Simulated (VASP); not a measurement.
**Gd: relaxation of cell and atoms with PBE**

Gd:

```
Gd
1.0
     0.00000    2.54366    2.54366
     2.54366    0.00000    2.54366
     2.54366    2.54366    0.00000
Gd
1
Direct
  0.00000 0.00000 0.00000
```

This isn't the form of Gd at room conditions, which is hcp.

```
Program                : VASP 6.6.1
Task                   : relaxation of cell and atoms
Functional             : PBE
Potentials or basis    : VASP PAW PBE potentials, release 64 (Gd)
Cutoff                 : 600 eV
k mesh                 : 14 × 14 × 14
Occupations            : fermi-dirac, width 0.05 eV
Spin                   : collinear spin, ferromagnetic start
Starting moments       : [7.0] μB
Dipole correction      : no
Further INCAR settings : ALGO = Normal; EDIFF = 1e-07; IBRION = 2; EDIFFG = -0.005; NSW = 60; ISIF = 3
```

```json
{
  "Ionic steps": "7",
  "Pressure after relaxing": "0.0 GPa",
  "Net moment": "7.44 μB per cell",
  "Site moments": "Gd +6.92 μB",
  "Valence electrons inside the program's atomic spheres": "Gd 15.21"
}
```

Final structure:
```cif
data_structure
_symmetry_space_group_name_H-M 'P 1'
_symmetry_Int_Tables_number 1
_cell_length_a 3.5972
_cell_length_b 3.5972
_cell_length_c 3.5972
_cell_angle_alpha 60.000
_cell_angle_beta 60.000
_cell_angle_gamma 60.000
_cell_volume 32.91
loop_
_atom_site_label
_atom_site_type_symbol
_atom_site_fract_x
_atom_site_fract_y
_atom_site_fract_z
_atom_site_occupancy
Gd1 Gd 0.00000 0.00000 0.00000 1
```

Levels at points of the mesh, in eV from the Fermi level:
Spin up:
| k point | band 10 | band 11 | band 12 | band 13 | band 14 | band 15 | band 16 | band 17 |
| --- | --- | --- | --- | --- | --- | --- | --- | --- |
| (0.00, 0.00, 0.00) | -4.74 | -4.74 | -4.74 | 1.34 | 1.34 | 1.34 | 3.61 | 3.61 |
| (0.50, 0.00, 0.00) | -4.76 | -4.74 | -2.50 | 0.87 | 1.18 | 1.18 | 5.29 | 5.29 |
| (0.50, 0.50, 0.00) | -4.78 | -4.76 | -2.26 | -1.48 | 2.39 | 5.33 | 5.78 | 5.78 |
Spin down:
```
           k point  band 2  band 3  band 4  band 5  band 6  band 7  band 8  band 9
(0.00, 0.00, 0.00)  -19.96  -19.96  -19.96   -4.33    0.28    0.48    0.48    0.48
(0.50, 0.00, 0.00)  -20.83  -20.07  -20.07   -1.66    0.31    0.50    0.50    0.52
(0.50, 0.50, 0.00)  -20.77  -20.27  -20.27   -1.60   -0.60    0.52    0.53    0.53
```

Wall time 10 min on 1 thread of Intel Xeon 8259CL (shared host), peak memory 0.3 GiB.

Caveat: spin-orbit coupling is left out, which moves the levels of the heavy elements; semilocal functionals describe open f shells poorly, which spoils levels, moments and volumes. The state reached can hang on the start; a lower one may exist.
